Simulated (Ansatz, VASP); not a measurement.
One calculation of GdO, two programs

POSCAR

```
GdO
1.0
    0.0000000000      2.7000000000      2.7000000000
    2.7000000000      0.0000000000      2.7000000000
    2.7000000000      2.7000000000      0.0000000000
Gd O
1 1
Direct
    0.0000000000      0.0000000000      0.0000000000
    0.7500000000      0.7500000000      0.7500000000
```

INCAR.step1

```
SYSTEM = GdO
PREC = Accurate
ENCUT = 520
ISMEAR = -1
SIGMA = 0.05
LREAL = .False.
LASPH = .True.
NELM = 150
ISPIN = 2
MAGMOM = 7 0
LMAXMIX = 6
NBANDS = 23
GGA = PE
ALGO = Normal
EDIFF = 1E-4
LWAVE = .True.
LCHARG = .False.
```

INCAR.step2

```
SYSTEM = GdO
PREC = Accurate
ENCUT = 520
EDIFF = 1E-7
ISMEAR = -1
SIGMA = 0.05
LREAL = .False.
LASPH = .True.
NELM = 150
ALGO = Normal
ISIF = 2
LWAVE = .False.
LCHARG = .False.
ISPIN = 2
MAGMOM = 7 0
LORBIT = 11
LMAXMIX = 6
METAGGA = R2SCAN
LMIXTAU = .True.
NBANDS = 23
ISTART = 1
```

Contents of KPOINTS:

```
Automatic mesh
0
Gamma
  9 9 9
  0 0 0
```

File input.yaml:

```yaml
crystal:
  lattice:
    - [0.0, 2.7, 2.7]
    - [2.7, 0.0, 2.7]
    - [2.7, 2.7, 0.0]
  atoms:
    - { symbol: Gd, position: [0.0, 0.0, 0.0], spin: 7.0 }
    - { symbol: O, position: [0.75, 0.75, 0.75] }
hamiltonian:
  xc: r2scan
  pseudopotentials: { kind: paw }
magnetization:
  spin_polarized: true
kpoints:
  mp_grid: { grid: [9, 9, 9] }
scf:
  occupations: { method: fermi_dirac, width: 0.05 }
output:
  forces: true
  stress: true
  eigenvalues: true
```

Alike in both runs: task single point; functional r2SCAN; k mesh 9 × 9 × 9; occupations fermi-dirac, width 0.05 eV; collinear spin.

|  | VASP | Ansatz |
| --- | --- | --- |
| version | VASP 6.6.1 | Ansatz 0.2.0 |
| potentials or method | VASP PAW PBE potentials, release 64 (Gd, O) | Ansatz PAW |
| plane-wave cutoff (eV) | 520 | 500 |
| valence electrons in the cell | 24 | 24 |

|  | VASP | Ansatz | Ansatz less VASP |
| --- | --- | --- | --- |
| gap on the k mesh at the Fermi level (eV) | none | none | - |
| pressure (GPa) | -2.4 | -2.3 | +0.06 |
| net moment per atom (μB) | 3.97 | 3.97 | +0.002 |
| size of the moment on the site where the two differ most (μB) | 6.99 | 7.03 | +0.041 |

VASP's potentials were made for PBE, not for r2SCAN. Site moments also hang on the region over which each program counts them. A gap of «none» marks a metal or a gap that the smearing closes.

Neither program's run includes spin-orbit coupling. Noted on Ansatz's run: the magnetic or orbital state may not be the lowest.
